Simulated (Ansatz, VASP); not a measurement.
## Two plane-wave programs on Si7Mo

```
Si Mo
1.0
     0.00000    3.90000    3.90000
     3.90000    0.00000    3.90000
     3.90000    3.90000    0.00000
Si Mo
7 1
Direct
  0.00000 0.50000 0.50000
  0.50000 0.00000 0.50000
  0.50000 0.50000 0.50000
  0.00000 0.00000 0.50000
  0.50000 0.00000 0.00000
  0.00000 0.50000 0.00000
  0.50000 0.50000 0.00000
  0.00000 0.00000 0.00000
```

Alike in both runs: task relaxation of cell and atoms; functional PBE; k mesh 4 × 4 × 4; occupations gaussian, width 0.2 eV; no spin polarisation.

```csv
,VASP,Ansatz
version,VASP 6.6.1,Ansatz 0.2.0
potentials or method,"VASP PAW PBE potentials, release 64 (Si, Mo_sv), cutoff 600 eV","scalar-relativistic, plane waves, PAW"
valence electrons in the cell,42,42
```

Ansatz gave:

| Property | Result |
| --- | --- |
| gap on the k mesh at the Fermi level, each at its own relaxed structure (eV) | none |
| relaxed volume (Å³/atom) | 14.07 |
| relaxed cell length with the largest relative difference (Å) | 5.419 |

Question: What did VASP give for the same quantities?

Answer: gap on the k mesh at the Fermi level, each at its own relaxed structure (eV): none; relaxed volume (Å³/atom): 14.06; relaxed cell length with the largest relative difference (Å): 5.418.

A gap of «none» marks a metal or a gap that the smearing closes.
